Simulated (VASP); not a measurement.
# Pd (Im-3m) in VASP: a series of runs

Pd is run at these levels: PBEsol; tasks: single point, relaxation of cell and atoms.

All numbers are computed with VASP 6.6.1; they aren't measurements. Logs are shortened: lines on timing, memory, paths and dates and some standing lists are left out, and cuts for length are marked.

## 1. The cell of the first run

Symmetry: Im-3m, No. 229, cubic system. The conventional cell has a = 3.059 Å, b = 3.059 Å, c = 3.059 Å, α = 90.00°, β = 90.00°, γ = 90.00°. Pd (site symmetry m-3m) has 14 Pd at 2.65 to 3.06 Å within 3.5 Å.

## 2. Single point, PBEsol

Input file INCAR:

```
SYSTEM = Pd
ALGO = Normal ; EDIFF = 1E-6
ENCUT = 520 ; GGA = PS
ISIF = 2 ; ISMEAR = -1
LASPH = .TRUE. ; LCHARG = .TRUE.
LELF = .TRUE. ; LREAL = .FALSE.
LVHAR = .TRUE. ; LWAVE = .FALSE.
NBANDS = 11 ; NELM = 80
PREC = Accurate ; SIGMA = 0.05
```

Input file KPOINTS:

```
k-points
0
G
  12 12 12
  0 0 0
```

Input file POSCAR:

```
Pd
1.0
   -1.5296272969      1.5296272969      1.5296272969
    1.5296272969     -1.5296272969      1.5296272969
    1.5296272969      1.5296272969     -1.5296272969
Pd
1
Direct
    0.0000000000      0.0000000000      0.0000000000
```

Potentials or basis: VASP PAW PBE potentials, release 64 (Pd).

Started as:

```bash
$ cat potpaw_PBE.64/Pd/POTCAR > POTCAR
$ mpirun -np 1 vasp_std > vasp.out
```

OUTCAR:

```text
SYSTEM = Pd
   EDIFF = 1E-6
   ENCUT = 520
   GGA = PS
   ISIF = 2
   ISMEAR = -1
   LASPH = .TRUE.
   LREAL = .FALSE.
   NELM = 80
   PREC = Accurate

 ion  position               nearest neighbor table
   1  0.000  0.000  0.000-

  LATTYP: Found a body centered cubic cell.
 ALAT       =     3.0592545938

  Lattice vectors:

 A1 = (  -1.5296272969,   1.5296272969,   1.5296272969)
 A2 = (   1.5296272969,  -1.5296272969,   1.5296272969)
 A3 = (   1.5296272969,   1.5296272969,  -1.5296272969)

Analysis of symmetry for initial positions (statically):
=====================================================================
 Subroutine PRICEL returns:
 Original cell was already a primitive cell.

 Routine SETGRP: Setting up the symmetry group for a
 body centered cubic supercell.

 Subroutine GETGRP returns: Found 48 space group operations
[... 9 lines left out ...]

 Routine SETGRP: Setting up the symmetry group for a
 body centered cubic supercell.

 Subroutine GETGRP returns: Found 48 space group operations
[... 11 lines left out ...]
                                     Primitive cell

  volume of cell :      14.3158

  direct lattice vectors                    reciprocal lattice vectors
    -1.529627297  1.529627297  1.529627297     0.000000000  0.326877012  0.326877012
     1.529627297 -1.529627297  1.529627297     0.326877012  0.000000000  0.326877012
     1.529627297  1.529627297 -1.529627297     0.326877012  0.326877012  0.000000000

  length of vectors
     2.649392195  2.649392195  2.649392195     0.462273903  0.462273903  0.462273903

  position of ions in fractional coordinates (direct lattice)
     0.000000000  0.000000000  0.000000000

  ion indices of the primitive-cell ions
   primitive index   ion index
                 1           1

----------------------------------------------------------------------------------------

 KPOINTS: k-points

Automatic generation of k-mesh.
 Grid dimensions read from file:
 generate k-points for:   12   12   12

 Generating k-lattice:

  Cartesian coordinates                     Fractional coordinates (reciprocal lattice)
     0.000000000  0.027239751  0.027239751     0.083333333  0.000000000  0.000000000
     0.027239751  0.000000000  0.027239751     0.000000000  0.083333333  0.000000000
     0.027239751  0.027239751  0.000000000     0.000000000  0.000000000  0.083333333

  Length of vectors
     0.038522825  0.038522825  0.038522825

  Shift w.r.t. Gamma in fractional coordinates (k-lattice)
     0.000000000  0.000000000  0.000000000

 Subroutine IBZKPT returns following result:
 ===========================================

 Found     72 irreducible k-points:

 Following reciprocal coordinates:
            Coordinates               Weight
  0.000000  0.000000  0.000000      1.000000
  0.083333  0.000000  0.000000     12.000000
  0.166667  0.000000  0.000000     12.000000
  0.250000  0.000000  0.000000     12.000000
  0.333333  0.000000  0.000000     12.000000
  0.416667  0.000000  0.000000     12.000000
[... 16 lines left out ...]
  0.333333  0.083333  0.083333     24.000000
  0.416667  0.083333  0.083333     12.000000
 [... further k-points ...]
   k-points           NKPTS =     72   k-points in BZ     NKDIM =     72   number of bands    NBANDS=     11
   number of dos      NEDOS =    301   number of ions     NIONS =      1
   total plane-waves  NPLWV =   8000
   dimension x,y,z NGX =    20 NGY =   20 NGZ =   20
   dimension x,y,z NGXF=    40 NGYF=   40 NGZF=   40
   ions per type =               1
   NGX,Y,Z   is equivalent  to a cutoff of  12.55, 12.55, 12.55 a.u.
   NGXF,Y,Z  is equivalent  to a cutoff of  25.10, 25.10, 25.10 a.u.
 SYSTEM =  Pd
   PREC   = accura    normal or accurate (medium, high low for compatibility)
   ISTART =      0    job   : 0-new  1-cont  2-samecut
   ICHARG =      2    charge: 1-file 2-atom 10-const
   ISPIN  =      1    spin polarized calculation?
   LNONCOLLINEAR =      F non collinear calculations
   LSORBIT =      F    spin-orbit coupling
   LASPH  =      T    aspherical Exc in radial PAW
   ENCUT  =  520.0 eV  38.22 Ry    6.18 a.u.   4.93  4.93  4.93*2*pi/ulx,y,z
   NELM   =     80;   NELMIN=  2; NELMDL= -5     # of ELM steps
   EDIFF  = 0.1E-05   stopping-criterion for ELM
   LREAL  =      F    real-space projection
   EDIFFG = 0.1E-04   stopping-criterion for IOM
   NSW    =      0    number of steps for IOM
   IBRION =     -1    ionic relax: 0-MD 1-quasi-New 2-CG
   NFREE  =      0    steps in history (QN), initial steepest desc. (CG)
   ISIF   =      2    stress and relaxation
   ISYM   =      2    0-nonsym 1-usesym 2-fastsym
   POTIM  = 0.5000    time-step for ionic-motion
   TEBEG  =    0.0;   TEEND  =   0.0 temperature during run
   PSTRESS=    0.0 pullay stress
   NELECT =      10.0000    total number of electrons
   NUPDOWN=      -1.0000    fix difference up-down
   EMIN   =  10.00;   EMAX   =-10.00  energy-range for DOS
   EFERMI =   0.00;   METHOD = LEGACY
   ISMEAR =    -1;   SIGMA  =   0.05  broadening in eV -4-tet -1-fermi 0-gaus
   EFERMI_NEDOS =   21; number of points for ismear=-14 and -15
   IALGO  =     38    algorithm
   IMIX   =      4    mixing-type and parameters
     AMIX     =   0.40;   BMIX     =  1.00
     AMIX_MAG =   1.60;   BMIX_MAG =  1.00
  volume/ion in A,a.u.               =      14.32        96.61
  Fermi-wavevector in a.u.,A,eV,Ry     =   1.452566  2.744952 28.707585  2.109948
  Thomas-Fermi vector in A             =   2.569933
   LORBIT       =      0    0 simple, 1 ext, 2 COOP (PROOUT), +10 PAW based schemes
   GGA     = PS    functional components
   LHFCALC =     F    Hartree Fock is set to
   AEXX    =    0.0000 exact exchange contribution
   IVDW    =     0    specifies the selected vdW correction
   LEPSILON=     F    determine dielectric tensor
   LRPA    =     F    only Hartree local field effects (RPA)
 non-spin polarized calculation
  energy-cutoff  :      520.00
  volume of cell :       14.32
 maximum number of plane-waves:       402
   NGX =  9   NGY =  9   NGZ =  9

 number of electron      10.0000000 magnetization

 number of electron       9.9999995 magnetization

 Free energy of the ion-electron system (eV)
  ---------------------------------------------------
  ext. energy  EPLUGINS =         0.00000000
[... 27 lines left out ...]
  band No.  band energies     occupation
      1       2.9382      2.00000
      2       6.9146      2.00000
      3       7.0122      2.00000
      4       7.2097      2.00000
      5       9.0150      2.00000
      6       9.1327      2.00000
      7      29.3940      0.00000
      8      29.5560      0.00000
      9      29.8580      0.00000
     10      36.2329      0.00000
     11      36.4741      0.00000

 k-point     3 :       0.1667    0.0000    0.0000
  band No.  band energies     occupation
      1       3.6749      2.00000
      2       6.6619      2.00000
      3       7.0209      2.00000
      4       7.7820      2.00000
      5       8.8218      2.00000
      6       9.1596      2.00000
      7      28.4001      0.00000
      8      29.2248      0.00000
      9      30.8133      0.00000
     10      35.2223      0.00000
     11      35.4778      0.00000

 k-point     4 :       0.2500    0.0000    0.0000
  band No.  band energies     occupation
      1       4.4965      2.00000
      2       6.3353      2.00000
      3       7.2918      2.00000
      4       8.6421      2.00000
      5       8.7769      2.00000
      6       9.2135      2.00000
      7      25.8765      0.00000
      8      28.0203      0.00000
      9      32.1588      0.00000
     10      33.3827      0.00000
     11      35.1143      0.00000

 k-point     5 :       0.3333    0.0000    0.0000
  band No.  band energies     occupation
      1       4.7430      2.00000
      2       6.0274      2.00000
      3       8.4388      2.00000
      4       8.9391      2.00000
      5       9.2885      2.00000
      6       9.6232      1.99985
      7      22.6714      0.00000
      8      26.6239      0.00000
      9      30.7724      0.00000
     10      33.5510      0.00000
     11      35.3891      0.00000

 k-point     6 :       0.4167    0.0000    0.0000
  band No.  band energies     occupation
      1       4.6130      2.00000
      2       5.8125      2.00000
      3       8.9812      2.00000
      4       9.3578      2.00000
      5      10.3406      0.01532
      6      10.4504      0.00172
      7      19.7300      0.00000
      8      25.6331      0.00000
      9      28.9175      0.00000
     10      34.5905      0.00000
     11      35.7203      0.00000

 k-point     7 :       0.5000    0.0000    0.0000
  band No.  band energies     occupation
      1       4.5328      2.00000
      2       5.7358      2.00000
      3       9.0498      2.00000
      4       9.3865      2.00000
      5      10.7844      0.00000
      6      11.3879      0.00000
      7      18.3047      0.00000
      8      25.2814      0.00000
      9      28.2340      0.00000
     10      34.9718      0.00000
     11      35.8669      0.00000

 k-point     8 :       0.0833    0.0833    0.0000
  band No.  band energies     occupation
      1       3.4497      2.00000
      2       6.8071      2.00000
      3       6.8991      2.00000
      4       7.6432      2.00000
      5       8.8383      2.00000
      6       9.1737      2.00000
      7      28.9042      0.00000
      8      29.5552      0.00000
      9      30.2566      0.00000
     10      34.8911      0.00000
     11      35.8796      0.00000
[... 141 lines left out ...]
 k-point    19 :       0.3333    0.3333    0.0000
  band No.  band energies     occupation
      1       5.5332      2.00000
      2       6.6988      2.00000
      3       6.6988      2.00000
      4       9.3423      2.00000
      5       9.3423      2.00000
      6      18.0812      0.00000
      7      18.0812      0.00000
      8      18.9410      0.00000
      9      28.0484      0.00000
     10      34.4745      0.00000
     11      34.4745      0.00000

 k-point    20 :       0.0833    0.0833    0.0833
  band No.  band energies     occupation
      1       4.1343      2.00000
      2       6.6004      2.00000
      3       6.6004      2.00000
      4       8.4690      2.00000
      5       9.0009      2.00000
      6       9.0009      2.00000
      7      28.2854      0.00000
      8      28.2854      0.00000
      9      30.8252      0.00000
     10      32.0148      0.00000
     11      36.3543      0.00000

 k-point    21 :       0.1667    0.0833    0.0833
  band No.  band energies     occupation
      1       4.9790      2.00000
      2       6.2681      2.00000
      3       6.5599      2.00000
      4       8.9268      2.00000
      5       9.1608      2.00000
      6       9.6308      1.99982
      7      26.0132      0.00000
      8      27.1036      0.00000
      9      29.2079      0.00000
     10      31.9645      0.00000
     11      36.3246      0.00000

 k-point    22 :       0.2500    0.0833    0.0833
  band No.  band energies     occupation
      1       5.2026      2.00000
      2       5.9872      2.00000
      3       7.3239      2.00000
      4       8.9907      2.00000
      5       9.2869      2.00000
      6      11.0804      0.00000
      7      22.8061      0.00000
      8      25.8854      0.00000
      9      27.4981      0.00000
     10      33.4061      0.00000
     11      36.2903      0.00000

 k-point    23 :       0.3333    0.0833    0.0833
  band No.  band energies     occupation
      1       5.0247      2.00000
      2       5.8035      2.00000
      3       8.4238      2.00000
      4       9.0959      2.00000
      5       9.3701      2.00000
      6      12.6996      0.00000
      7      19.7916      0.00000
      8      25.0248      0.00000
      9      26.3356      0.00000
     10      34.6301      0.00000
     11      36.2650      0.00000

 k-point    24 :       0.4167    0.0833    0.0833
  band No.  band energies     occupation
      1       4.9340      2.00000
      2       5.7399      2.00000
      3       8.9160      2.00000
      4       9.1395      2.00000
      5       9.3998      2.00000
      6      13.7284      0.00000
      7      18.2401      0.00000
      8      24.7180      0.00000
      9      25.8862      0.00000
     10      35.1018      0.00000
     11      36.2569      0.00000

 [... further k-points ...]
[... 5 lines left out ...]
  --------------------------------------------------------------------------------------
  -------------------------------------------------------------------------------------
  Total        0.4140512      0.4140512      0.4140512     -0.0000000      0.0000000     -0.0000000
  in kB       46.3391216     46.3391216     46.3391216     -0.0000000      0.0000000     -0.0000000
  external PRESSURE =      46.3391216 kB  Pullay stress =       0.0000000 kB

 VOLUME and BASIS-vectors are now :
 -----------------------------------------------------------------------------
  energy-cutoff  :      520.00
  volume of cell :       14.32
      direct lattice vectors                 reciprocal lattice vectors
    -1.529627297  1.529627297  1.529627297     0.000000000  0.326877012  0.326877012
     1.529627297 -1.529627297  1.529627297     0.326877012  0.000000000  0.326877012
     1.529627297  1.529627297 -1.529627297     0.326877012  0.326877012  0.000000000

 POSITION                                       TOTAL-FORCE (eV/Angst)
 -----------------------------------------------------------------------------------
      0.00000      0.00000      0.00000        -0.000000      0.000000     -0.000000
 -----------------------------------------------------------------------------------
    total drift:                                0.000000     -0.000000      0.000000

  FREE ENERGIE OF THE ION-ELECTRON SYSTEM (eV)
  ---------------------------------------------------
  free  energy   TOTEN  =        -5.9105272483 eV

  energy  without entropy=       -5.9016695399  energy(sigma->0) =       -5.90609839
```

It took 4.7 s on 1 thread of Intel Xeon 6975P-C (Granite Rapids), shared host; peak memory 0.12 GiB.

What came out:

```
Free energy            : -5.9105 eV
Pressure               : 4.6 GPa
Band gap on the k mesh : zero (band 5 reaches 10.78 eV, above the bottom of band 6 at 9.00 eV)
```

Caveat: the PAW data sets were made with another functional, which shifts forces and pressure a little.

## 3. Relaxation of cell and atoms, PBEsol, target pressure 2 GPa, at which the enthalpy is minimised

This run uses another cell than the first one, of 15.55 Å³/atom, 1.086 times its volume.

Input file INCAR:

```
SYSTEM = Pd
ALGO = Fast
EDIFF = 1E-6
EDIFFG = -0.01
ENCUT = 600
GGA = PS
IBRION = 2
ISIF = 3
ISMEAR = -1
LASPH = .True.
LCHARG = .False.
LREAL = .False.
LWAVE = .False.
NELM = 100
NSW = 60
PREC = Accurate
PSTRESS = 20.0
SIGMA = 0.05
```

Input file KPOINTS:

```
k-points
0
Gamma
  12 12 12
  0 0 0
```

Input file POSCAR:

```
Pd
1.0
   -1.5722810000      1.5722810000      1.5722810000
    1.5722810000     -1.5722810000      1.5722810000
    1.5722810000      1.5722810000     -1.5722810000
Pd
1
Direct
    0.0000000000      0.0000000000      0.0000000000
```

Potentials or basis: VASP PAW PBE potentials, release 64 (Pd).

Started as:

```bash
$ cat potpaw_PBE.64/Pd/POTCAR > POTCAR
$ mpirun -np 1 vasp_std > vasp.out
```

Run time: 16 s. Hardware: 1 thread of Intel Xeon 6975P-C (Granite Rapids), shared host; peak memory 0.15 GiB.

It converged, with:

| Item | Value |
| --- | --- |
| Free energy | -5.9153 eV |
| Relaxed volume | 14.50 Å³/atom |
| Relaxed cell | a = 2.660 Å, b = 2.660 Å, c = 2.660 Å, α = 109.47°, β = 109.47°, γ = 109.47° |
| Space group after relaxing (to 0.05 Å) | Im-3m (No. 229) |
| Energy change on relaxing (the enthalpy is what falls) | -30.6 meV/atom |
| Ionic steps | 4 |
| Pressure after relaxing | 1.9 GPa |
| Band gap on the k mesh | zero (band 5 reaches 10.55 eV, above the bottom of band 6 at 8.81 eV) |

The path:
| step | energy change (eV) | largest force (eV/Å) | pressure (GPa) | volume (Å³) |
| --- | --- | --- | --- | --- |
| 1 | 0.0000 | 0.0000 | -10.30 | 15.55 |
| 2 | 0.1124 | 0.0000 | 32.12 | 13.01 |
| 3 | -0.0308 | 0.0000 | 1.53 | 14.52 |
| 4 | -0.0306 | 0.0000 | 1.93 | 14.50 |

Final structure:
```yaml
crystal:
  lattice:
    - [-1.53602, 1.53602, 1.53602]
    - [1.53602, -1.53602, 1.53602]
    - [1.53602, 1.53602, -1.53602]
  atoms:
    - { symbol: Pd, position: [0.00000, 0.00000, 0.00000] }
```

Levels at points of the mesh, in eV from the Fermi level:
```csv
k point,band 1,band 2,band 3,band 4,band 5,band 6,band 7,band 8,band 9
"(0.00, 0.00, 0.00)",-7.33,-3.03,-3.03,-3.03,-0.95,-0.95,19.39,19.39,19.39
"(0.50, 0.00, 0.00)",-5.46,-4.28,-1.03,-0.70,0.67,1.31,8.10,15.16,18.01
"(0.50, 0.50, 0.50)",-5.40,-5.40,0.26,0.26,0.26,9.25,9.25,9.25,18.03
```

Caveat: the cell is relaxed towards a set pressure, so the enthalpy falls and the energy may rise; the PAW data sets were made with another functional, which shifts forces and pressure a little.

## 4. Relaxation of cell and atoms, PBEsol, target pressure 5 GPa, at which the enthalpy is minimised

This run uses another cell than the first one, of 15.55 Å³/atom, 1.086 times its volume.

Input file INCAR:

```
ALGO = Normal ; EDIFF = 1E-7
EDIFFG = -0.01 ; ENCUT = 600
GGA = PS ; IBRION = 2
ISIF = 3 ; ISMEAR = -1
LASPH = True ; LCHARG = False
LREAL = False ; LWAVE = False
NELM = 100 ; NSW = 60
PREC = Accurate ; PSTRESS = 50.0
SIGMA = 0.05
```

Input file KPOINTS:

```
k-points
0
Gamma
  12 12 12
```

POSCAR is that of step 3.

Started as:

```bash
$ cat potpaw_PBE.64/Pd/POTCAR > POTCAR
$ mpirun -np 1 vasp_std > vasp.out
```

It took 18 s on 1 thread of Intel Xeon 6975P-C (Granite Rapids), shared host; peak memory 0.15 GiB.

The run converged. Its results:

```
Free energy                                            : -5.9110 eV
Relaxed volume                                         : 14.29 Å³/atom
Relaxed cell                                           : a = 2.648 Å, b = 2.648 Å, c = 2.648 Å, α = 109.47°, β = 109.47°, γ = 109.47°
Space group after relaxing (to 0.05 Å)                 : Im-3m (No. 229)
Energy change on relaxing (the enthalpy is what falls) : -26.2 meV/atom
Ionic steps                                            : 7
Pressure after relaxing                                : 5.0 GPa
Band gap on the k mesh                                 : zero (band 5 reaches 10.81 eV, above the bottom of band 6 at 9.02 eV)
```

The path:
```tsv
step	energy change (eV)	largest force (eV/Å)	pressure (GPa)	volume (Å³)
1	0.0000	0.0000	-10.29	15.55
2	0.2582	0.0000	50.12	12.44
3	-0.0276	0.0000	4.24	14.34
4	-0.0266	0.0000	4.82	14.31
5	-0.0258	0.0000	5.21	14.28
6	-0.0268	0.0000	4.71	14.31
7	-0.0262	0.0000	5.01	14.29
```

Final structure:
```
Pd
1.0
    -1.52885    1.52885    1.52885
     1.52885   -1.52885    1.52885
     1.52885    1.52885   -1.52885
Pd
1
Cartesian
  0.0000 0.0000 0.0000
```

Levels at points of the mesh, in eV from the Fermi level:
| k point | band 1 | band 2 | band 3 | band 4 | band 5 | band 6 | band 7 | band 8 | band 9 |
| --- | --- | --- | --- | --- | --- | --- | --- | --- | --- |
| (0.00, 0.00, 0.00) | -7.44 | -3.09 | -3.09 | -3.09 | -0.97 | -0.97 | 19.42 | 19.42 | 19.42 |
| (0.50, 0.00, 0.00) | -5.58 | -4.37 | -1.05 | -0.71 | 0.69 | 1.29 | 8.22 | 15.19 | 18.15 |
| (0.50, 0.50, 0.50) | -5.52 | -5.52 | 0.27 | 0.27 | 0.27 | 9.31 | 9.31 | 9.31 | 18.11 |

Caveat: the cell is relaxed towards a set pressure, so the enthalpy falls and the energy may rise; the PAW data sets were made with another functional, which shifts forces and pressure a little.

## 5. Summary

| task | cell | cutoff (eV) | gap on the mesh (eV) | pressure (GPa) |
| --- | --- | --- | --- | --- |
| single point | a = 2.649 Å, angles 109.5°, 1 atom | 520 | none | 4.6 |
| relaxation of cell and atoms | relaxed to 2 GPa from a = 2.723 Å, angles 109.5°, 1 atom | 600 | none | 1.9 |
| relaxation of cell and atoms | relaxed to 5 GPa from a = 2.723 Å, angles 109.5°, 1 atom | 600 | none | 5.0 |

Alike in all rows: level PBEsol; potentials or basis VASP PAW PBE potentials, release 64 (Pd); no spin polarisation; k mesh 12 × 12 × 12; smearing fermi-dirac 0.05 eV.

Caveats: the PAW data sets were made with another functional, which shifts forces and pressure a little; the cell is relaxed towards a set pressure, so the enthalpy falls and the energy may rise (some runs).

Absolute energies hang on the potentials; compare differences alone.
